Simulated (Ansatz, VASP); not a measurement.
BaTe: VASP beside Ansatz

The input INCAR:

```
ALGO = Normal ; EDIFF = 1E-7
ENCUT = 520 ; ISIF = 2
ISMEAR = 0 ; LASPH = T
LCHARG = T ; LELF = T
LREAL = F ; LVHAR = T
LWAVE = F ; NBANDS = 15
NELM = 60 ; PREC = Accurate
SIGMA = 0.05
```

File KPOINTS:

```
k-points
0
Gamma
  6 6 6
```

Contents of POSCAR:

```
BaTe
1.0
    4.2624660000      0.0000000000      0.0000000000
    0.0000000000      4.2624660000      0.0000000000
    0.0000000000      0.0000000000      3.8362194000
Ba Te
1 1
Direct
    0.0000000000      0.0000000000      0.0000000000
    0.5000000000      0.5000000000      0.5000000000
```

Input for Ansatz:

```yaml
crystal:
  lattice:
    - [4.262466, 0.0, 0.0]
    - [0.0, 4.262466, 0.0]
    - [0.0, 0.0, 3.8362194]
  atoms:
    - { symbol: Ba, position: [0.0, 0.0, 0.0] }
    - { symbol: Te, position: [0.5, 0.5, 0.5] }
basis:
  ecutwfc: 420
kpoints:
  mp_grid: { grid: [6, 6, 6] }
hamiltonian:
  xc: lda
scf:
  occupations: { method: gaussian, width: 0.05 }
output:
  forces: true
  stress: true
  eigenvalues: true
```

Change from the starting cell: strain -0.1000 x Voigt [0, 0, 1, 0, 0, 0], atoms carried along.

Alike in both runs: task single point; functional LDA; k mesh 6 × 6 × 6; occupations gaussian, width 0.05 eV; no spin polarisation.

```csv
,VASP,Ansatz
version,VASP 6.6.1,Ansatz 0.2.0
potentials or method,"VASP PAW LDA potentials, release 64 (Ba_sv, Te), cutoff 520 eV","scalar-relativistic, plane waves, PAW"
valence electrons in the cell,16,26
```

|  | VASP | Ansatz | Ansatz less VASP |
| --- | --- | --- | --- |
| gap on the k mesh at the Fermi level (eV) | none | none | - |
| pressure (GPa) | 0.6 | -0.1 | -0.70 |
| traceless stress, the component that is largest in VASP (GPa) | 5.42 | 5.53 | +0.109 |

LDA's correlation is that of Perdew and Zunger in VASP and of Perdew and Wang (1992) in Ansatz. A gap of «none» marks a metal or a gap that the smearing closes. VASP's potentials hold 16 valence electrons a cell and Ansatz's 26, so a difference there can come from the potentials and not from the codes.

Spin-orbit coupling is off throughout.
